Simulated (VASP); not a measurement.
# PbS (Fm-3m) in VASP: notebook

PbS is run at these levels: PBE; tasks: electric field gradients.

Everything below comes from runs of VASP 6.6.1. Logs are shortened: lines on timing, memory, paths and dates and some standing lists are left out, and cuts for length are marked.

### 1 The cell of the first run

The structure is cubic, space group Fm-3m (No. 225). Conventional cell: a = 5.950 Å, b = 5.950 Å, c = 5.950 Å, α = 90.00°, β = 90.00°, γ = 90.00°. Pb (site symmetry m-3m) has 6 S at 2.97 Å within 3.9 Å. Within 3.9 Å of S (site symmetry m-3m) lie 6 Pb at 2.97 Å.

### 2 Electric field gradients, PBE (volume scaled by 1.01)

INCAR reads:

```
ALGO     = Normal         # electronic algorithm
EDIFF    = 1E-8           # SCF threshold, eV
ENCUT    = 520            # plane-wave cutoff, eV
GGA      = PE             # functional
ISIF     = 2              # what is computed and relaxed
ISMEAR   = -1             # smearing method
LASPH    = True           # aspherical terms in the spheres
LCHARG   = False          # write CHGCAR
LEFG     = True         
LREAL    = False          # projectors in reciprocal space
LWAVE    = False          # write WAVECAR
NBANDS   = 17             # bands
NELM     = 100            # most SCF steps
PREC     = Accurate       # precision mode
SIGMA    = 0.01           # smearing width, eV
```

KPOINTS reads:

```
k-points
0
Gamma
  8 8 8
```

POSCAR reads:

```
PbS
1.0
    0.0000000000      2.9748505707      2.9748505707
    2.9748505707      0.0000000000      2.9748505707
    2.9748505707      2.9748505707      0.0000000000
Pb S
1 1
Direct
    0.0000000000      0.0000000000      0.0000000000
    0.5000000000      0.5000000000      0.5000000000
```

Potentials or basis: VASP PAW PBE potentials, release 64 (Pb_d, S).

The run is started by

```bash
$ cat potpaw_PBE.64/Pb_d/POTCAR potpaw_PBE.64/S/POTCAR > POTCAR
$ mpirun -np 1 vasp_std > vasp.out
```

OUTCAR:

```text
EDIFF = 1E-8
   ENCUT = 520
   GGA = PE
   ISIF = 2
   ISMEAR = -1
   LASPH = True
   LREAL = False
   NELM = 100
   PREC = Accurate

 ion  position               nearest neighbor table
   1  0.000  0.000  0.000-   2 2.97   2 2.97   2 2.97   2 2.97   2 2.97   2 2.97
   2  0.500  0.500  0.500-   1 2.97   1 2.97   1 2.97   1 2.97   1 2.97   1 2.97

  LATTYP: Found a face centered cubic cell.
 ALAT       =     5.9497011414

  Lattice vectors:

 A1 = (   0.0000000000,   2.9748505707,   2.9748505707)
 A2 = (   2.9748505707,   0.0000000000,   2.9748505707)
 A3 = (   2.9748505707,   2.9748505707,   0.0000000000)

Analysis of symmetry for initial positions (statically):
=====================================================================
 Subroutine PRICEL returns:
 Original cell was already a primitive cell.

 Routine SETGRP: Setting up the symmetry group for a
 face centered cubic supercell.

 Subroutine GETGRP returns: Found 48 space group operations
 (whereof 48 operations were pure point group operations)
 out of a pool of 48 trial point group operations.

The static configuration has the point symmetry O_h .

Analysis of symmetry for dynamics (positions and initial velocities):
=====================================================================
 Subroutine PRICEL returns:
 Original cell was already a primitive cell.

 Routine SETGRP: Setting up the symmetry group for a
 face centered cubic supercell.

 Subroutine GETGRP returns: Found 48 space group operations
 (whereof 48 operations were pure point group operations)
 out of a pool of 48 trial point group operations.

The dynamic configuration has the point symmetry O_h .

 Subroutine INISYM returns: Found 48 space group operations
 (whereof 48 operations are pure point group operations),
 and found     1 'primitive' translations

----------------------------------------------------------------------------------------

                                     Primitive cell

  volume of cell :      52.6533

  direct lattice vectors                    reciprocal lattice vectors
     0.000000000  2.974850571  2.974850571    -0.168075669  0.168075669  0.168075669
     2.974850571  0.000000000  2.974850571     0.168075669 -0.168075669  0.168075669
     2.974850571  2.974850571  0.000000000     0.168075669  0.168075669 -0.168075669

  length of vectors
     4.207074023  4.207074023  4.207074023     0.291115598  0.291115598  0.291115598

  position of ions in fractional coordinates (direct lattice)
     0.000000000  0.000000000  0.000000000
     0.500000000  0.500000000  0.500000000

  ion indices of the primitive-cell ions
   primitive index   ion index
                 1           1
                 2           2

----------------------------------------------------------------------------------------

 KPOINTS: k-points

Automatic generation of k-mesh.
 Grid dimensions read from file:
 generate k-points for:    8    8    8

 Generating k-lattice:

  Cartesian coordinates                     Fractional coordinates (reciprocal lattice)
    -0.021009459  0.021009459  0.021009459     0.125000000  0.000000000  0.000000000
     0.021009459 -0.021009459  0.021009459     0.000000000  0.125000000  0.000000000
     0.021009459  0.021009459 -0.021009459     0.000000000  0.000000000  0.125000000

  Length of vectors
     0.036389450  0.036389450  0.036389450

  Shift w.r.t. Gamma in fractional coordinates (k-lattice)
     0.000000000  0.000000000  0.000000000

 Subroutine IBZKPT returns following result:
 ===========================================

 Found     29 irreducible k-points:

 Following reciprocal coordinates:
            Coordinates               Weight
  0.000000  0.000000  0.000000      1.000000
  0.125000  0.000000  0.000000      8.000000
  0.250000  0.000000  0.000000      8.000000
  0.375000  0.000000  0.000000      8.000000
  0.500000  0.000000  0.000000      4.000000
  0.125000  0.125000  0.000000      6.000000
[... 16 lines left out ...]
  0.500000  0.250000  0.125000     48.000000
 -0.375000  0.250000  0.125000     24.000000
 [... further k-points ...]
   k-points           NKPTS =     29   k-points in BZ     NKDIM =     29   number of bands    NBANDS=     17
   number of dos      NEDOS =    301   number of ions     NIONS =      2
   total plane-waves  NPLWV =  32768
   dimension x,y,z NGX =    32 NGY =   32 NGZ =   32
   dimension x,y,z NGXF=    64 NGYF=   64 NGZF=   64
   ions per type =               1   1
   NGX,Y,Z   is equivalent  to a cutoff of  12.65, 12.65, 12.65 a.u.
   NGXF,Y,Z  is equivalent  to a cutoff of  25.29, 25.29, 25.29 a.u.
 SYSTEM =  unknown system
   PREC   = accura    normal or accurate (medium, high low for compatibility)
   ISTART =      0    job   : 0-new  1-cont  2-samecut
   ICHARG =      2    charge: 1-file 2-atom 10-const
   ISPIN  =      1    spin polarized calculation?
   LNONCOLLINEAR =      F non collinear calculations
   LSORBIT =      F    spin-orbit coupling
   LASPH  =      T    aspherical Exc in radial PAW
   ENCUT  =  520.0 eV  38.22 Ry    6.18 a.u.   7.82  7.82  7.82*2*pi/ulx,y,z
   NELM   =    100;   NELMIN=  2; NELMDL= -5     # of ELM steps
   EDIFF  = 0.1E-07   stopping-criterion for ELM
   LREAL  =      F    real-space projection
   EDIFFG = 0.1E-06   stopping-criterion for IOM
   NSW    =      0    number of steps for IOM
   IBRION =     -1    ionic relax: 0-MD 1-quasi-New 2-CG
   NFREE  =      0    steps in history (QN), initial steepest desc. (CG)
   ISIF   =      2    stress and relaxation
   ISYM   =      2    0-nonsym 1-usesym 2-fastsym
   POTIM  = 0.5000    time-step for ionic-motion
   TEBEG  =    0.0;   TEEND  =   0.0 temperature during run
   PSTRESS=    0.0 pullay stress
   NELECT =      20.0000    total number of electrons
   NUPDOWN=      -1.0000    fix difference up-down
   EMIN   =  10.00;   EMAX   =-10.00  energy-range for DOS
   EFERMI =   0.00;   METHOD = LEGACY
   ISMEAR =    -1;   SIGMA  =   0.01  broadening in eV -4-tet -1-fermi 0-gaus
   EFERMI_NEDOS =   21; number of points for ismear=-14 and -15
   IALGO  =     38    algorithm
   IMIX   =      4    mixing-type and parameters
     AMIX     =   0.40;   BMIX     =  1.00
     AMIX_MAG =   1.60;   BMIX_MAG =  1.00
  volume/ion in A,a.u.               =      26.33       177.66
  Fermi-wavevector in a.u.,A,eV,Ry     =   1.185613  2.240484 19.125418  1.405679
  Thomas-Fermi vector in A             =   2.321803
   LORBIT       =      0    0 simple, 1 ext, 2 COOP (PROOUT), +10 PAW based schemes
   GGA     = PE    functional components
   LHFCALC =     F    Hartree Fock is set to
   AEXX    =    0.0000 exact exchange contribution
   IVDW    =     0    specifies the selected vdW correction
   LEPSILON=     F    determine dielectric tensor
   LRPA    =     F    only Hartree local field effects (RPA)
 non-spin polarized calculation
  energy-cutoff  :      520.00
  volume of cell :       52.65
 maximum number of plane-waves:      1428
   NGX = 15   NGY = 15   NGZ = 15

 number of electron      20.0000000 magnetization

 Free energy of the ion-electron system (eV)
  ---------------------------------------------------
  ext. energy  EPLUGINS =         0.00000000
  ---------------------------------------------------
  free energy    TOTEN  =        -8.76190484 eV

  energy without entropy =       -8.76190484  energy(sigma->0) =       -8.76190484

 E-fermi :   5.8895     XC(G=0):  -9.6390

 val. band max:        5.6921185116   @ k =   0.5000   0.0000   0.0000
 cond. band min:       6.0898631202   @ k =   0.5000   0.0000   0.0000
 fundamental gap:      0.3977446086
 Fermi energy:         5.8894733391

 k-point     1 :       0.0000    0.0000    0.0000
  band No.  band energies     occupation
      1     -11.1076      2.00000
      2     -11.1076      2.00000
      3     -11.1076      2.00000
      4     -11.0909      2.00000
      5     -11.0909      2.00000
      6      -7.8128      2.00000
[... 9 lines left out ...]
     16      12.4559      0.00000
     17      14.3876      0.00000

 k-point     2 :       0.1250    0.0000    0.0000
  band No.  band energies     occupation
      1     -11.1069      2.00000
      2     -11.1047      2.00000
      3     -11.1047      2.00000
      4     -11.0917      2.00000
      5     -11.0917      2.00000
      6      -7.6817      2.00000
[... 9 lines left out ...]
     16      12.8224      0.00000
     17      15.5664      0.00000
[... 421 lines left out ...]
 k-point    24 :      -0.3750    0.2500    0.1250
  band No.  band energies     occupation
      1     -11.1572      2.00000
      2     -11.1079      2.00000
      3     -11.0918      2.00000
      4     -11.0794      2.00000
      5     -11.0592      2.00000
      6      -6.3752      2.00000
[... 9 lines left out ...]
     16      16.6204      0.00000
     17      16.8684      0.00000

 [... further k-points ...]
[... 5 lines left out ...]
  --------------------------------------------------------------------------------------
  -------------------------------------------------------------------------------------
  Total        0.5252756      0.5252756      0.5252756     -0.0000000      0.0000000      0.0000000
  in kB       15.9835173     15.9835173     15.9835173     -0.0000000      0.0000000      0.0000000
  external PRESSURE =      15.9835173 kB  Pullay stress =       0.0000000 kB

 VOLUME and BASIS-vectors are now :
 -----------------------------------------------------------------------------
  energy-cutoff  :      520.00
  volume of cell :       52.65
      direct lattice vectors                 reciprocal lattice vectors
     0.000000000  2.974850571  2.974850571    -0.168075669  0.168075669  0.168075669
     2.974850571  0.000000000  2.974850571     0.168075669 -0.168075669  0.168075669
     2.974850571  2.974850571  0.000000000     0.168075669  0.168075669 -0.168075669

 POSITION                                       TOTAL-FORCE (eV/Angst)
 -----------------------------------------------------------------------------------
      0.00000      0.00000      0.00000         0.000000      0.000000     -0.000000
      2.97485      2.97485      2.97485         0.000000     -0.000000      0.000000
 -----------------------------------------------------------------------------------
    total drift:                                0.000000     -0.000000     -0.000000

  FREE ENERGIE OF THE ION-ELECTRON SYSTEM (eV)
  ---------------------------------------------------
  free  energy   TOTEN  =        -8.7619048429 eV

  energy  without entropy=       -8.7619048429  energy(sigma->0) =       -8.76190484

 Electric field gradients (V/A^2)
---------------------------------------------------------------------
 ion       V_xx      V_yy      V_zz      V_xy      V_xz      V_yz
---------------------------------------------------------------------
   1       0.000    -0.000     0.000    -0.001    -0.001    -0.001
   2      -0.000     0.000     0.000    -0.000    -0.000    -0.000
---------------------------------------------------------------------

 Electric field gradients after diagonalization (V/A^2)
 (convention: |V_zz| > |V_xx| > |V_yy|)
----------------------------------------------------------------------
 ion       V_xx      V_yy      V_zz     asymmetry (V_yy - V_xx)/ V_zz
----------------------------------------------------------------------
   1       0.001     0.001    -0.002       0.000
   2       0.000     0.000    -0.001       0.000
----------------------------------------------------------------------

           NMR quadrupolar parameters

 Cq : quadrupolar parameter    Cq=e*Q*V_zz/h
 eta: asymmetry parameters     (V_yy - V_xx)/ V_zz
 Q  : nuclear electric quadrupole moment in mb (millibarn)
----------------------------------------------------------------------
 ion       Cq(MHz)       eta       Q (mb)
----------------------------------------------------------------------
   1      -0.000       0.000       1.000
   2      -0.000       0.000       1.000
----------------------------------------------------------------------
```

It took 22 s on 1 thread of Intel Xeon 6975P-C, shared host; peak memory 0.18 GiB.

What came out:

| Property | Result |
| --- | --- |
| Free energy | -8.7619 eV |
| Pressure | 1.6 GPa |
| Band gap on the k mesh | 0.40 eV, direct |

Levels at points of the mesh, in eV from the valence-band top:
```tsv
k point	band 7	band 8	band 9	band 10	band 11	band 12	band 13	band 14
(0.00, 0.00, 0.00)	-6.04	-2.12	-2.12	-2.12	5.20	5.20	5.20	6.76
(0.50, 0.00, 0.00)	-8.79	-1.73	-1.73	0.00	0.40	1.99	1.99	8.66
(0.50, 0.50, 0.00)	-7.18	-5.11	-3.37	-3.37	3.91	5.56	5.66	5.66
```

Caveat: without QUAD_EFG the Cq values of the log hold for a quadrupole moment of 1 mb, not for the nuclei; spin-orbit coupling is left out, which moves the levels of the heavy elements. A k mesh can miss the band edges.

### 3 Electric field gradients, PBE (volume scaled by 1.01)

INCAR reads:

```
SYSTEM = PbS
  PREC = Accurate
  ENCUT = 520
  EDIFF = 1E-8
  ISMEAR = -1
  SIGMA = 0.01
  LREAL = .FALSE.
  LASPH = .TRUE.
  NELM = 100
  ALGO = Normal
  ISIF = 2
  LWAVE = .FALSE.
  LCHARG = .FALSE.
  GGA = PE
  LEFG = .TRUE.
  NBANDS = 17
```

KPOINTS reads:

```
Automatic mesh
0
G
  8 8 8
  0 0 0
```

POSCAR is that of step 2.

Potentials or basis: VASP PAW PBE potentials, release 64 (Pb_d, S).

The run is started by

```bash
$ cat potpaw_PBE.64/Pb_d/POTCAR potpaw_PBE.64/S/POTCAR > POTCAR
$ mpirun -np 1 vasp_std > vasp.out
```

OUTCAR:

```text
SYSTEM = PbS
   PREC = Accurate
   ENCUT = 520
   EDIFF = 1E-8
   ISMEAR = -1
   LREAL = .FALSE.
   LASPH = .TRUE.
   NELM = 100
   ISIF = 2
   GGA = PE

 ion  position               nearest neighbor table
   1  0.000  0.000  0.000-   2 2.97   2 2.97   2 2.97   2 2.97   2 2.97   2 2.97
   2  0.500  0.500  0.500-   1 2.97   1 2.97   1 2.97   1 2.97   1 2.97   1 2.97

  LATTYP: Found a face centered cubic cell.
 ALAT       =     5.9497011414

  Lattice vectors:

 A1 = (   0.0000000000,   2.9748505707,   2.9748505707)
 A2 = (   2.9748505707,   0.0000000000,   2.9748505707)
 A3 = (   2.9748505707,   2.9748505707,   0.0000000000)

Analysis of symmetry for initial positions (statically):
=====================================================================
 Subroutine PRICEL returns:
 Original cell was already a primitive cell.

 Routine SETGRP: Setting up the symmetry group for a
 face centered cubic supercell.

[... 668 lines left out ...]
      direct lattice vectors                 reciprocal lattice vectors
     0.000000000  2.974850571  2.974850571    -0.168075669  0.168075669  0.168075669
     2.974850571  0.000000000  2.974850571     0.168075669 -0.168075669  0.168075669
     2.974850571  2.974850571  0.000000000     0.168075669  0.168075669 -0.168075669

 POSITION                                       TOTAL-FORCE (eV/Angst)
 -----------------------------------------------------------------------------------
      0.00000      0.00000      0.00000         0.000000      0.000000     -0.000000
      2.97485      2.97485      2.97485         0.000000     -0.000000      0.000000
 -----------------------------------------------------------------------------------
    total drift:                                0.000000     -0.000000     -0.000000

  FREE ENERGIE OF THE ION-ELECTRON SYSTEM (eV)
  ---------------------------------------------------
  free  energy   TOTEN  =        -8.7619048429 eV

  energy  without entropy=       -8.7619048429  energy(sigma->0) =       -8.76190484

 Electric field gradients (V/A^2)
---------------------------------------------------------------------
 ion       V_xx      V_yy      V_zz      V_xy      V_xz      V_yz
---------------------------------------------------------------------
   1       0.000    -0.000     0.000    -0.001    -0.001    -0.001
   2      -0.000     0.000     0.000    -0.000    -0.000    -0.000
---------------------------------------------------------------------

 Electric field gradients after diagonalization (V/A^2)
 (convention: |V_zz| > |V_xx| > |V_yy|)
----------------------------------------------------------------------
 ion       V_xx      V_yy      V_zz     asymmetry (V_yy - V_xx)/ V_zz
----------------------------------------------------------------------
   1       0.001     0.001    -0.002       0.000
   2       0.000     0.000    -0.001       0.000
----------------------------------------------------------------------

           NMR quadrupolar parameters

 Cq : quadrupolar parameter    Cq=e*Q*V_zz/h
 eta: asymmetry parameters     (V_yy - V_xx)/ V_zz
 Q  : nuclear electric quadrupole moment in mb (millibarn)
----------------------------------------------------------------------
 ion       Cq(MHz)       eta       Q (mb)
----------------------------------------------------------------------
   1      -0.000       0.000       1.000
   2      -0.000       0.000       1.000
----------------------------------------------------------------------
```

stdout:

```text
POSCAR found type information on POSCAR PbS
 POSCAR found :  2 types and       2 ions
 scaLAPACK will be used
 LDA part: xc-table for (Slater+PW92), standard interpolation
 POSCAR, INCAR and KPOINTS ok, starting setup
 FFT: planning ... GRIDC
 FFT: planning ... GRID_SOFT
 FFT: planning ... GRID
 WAVECAR not read
 entering main loop
ion   1

ion   2
```

Run time: 24 s. Hardware: 1 thread of Intel Xeon 6975P-C, shared host; peak memory 0.18 GiB.

Results:

* Free energy: -8.7619 eV
* Pressure: 1.6 GPa
* Band gap on the k mesh: 0.40 eV, direct

Caveat: without QUAD_EFG the Cq values of the log hold for a quadrupole moment of 1 mb, not for the nuclei; spin-orbit coupling is left out, which moves the levels of the heavy elements. A k mesh can miss the band edges.
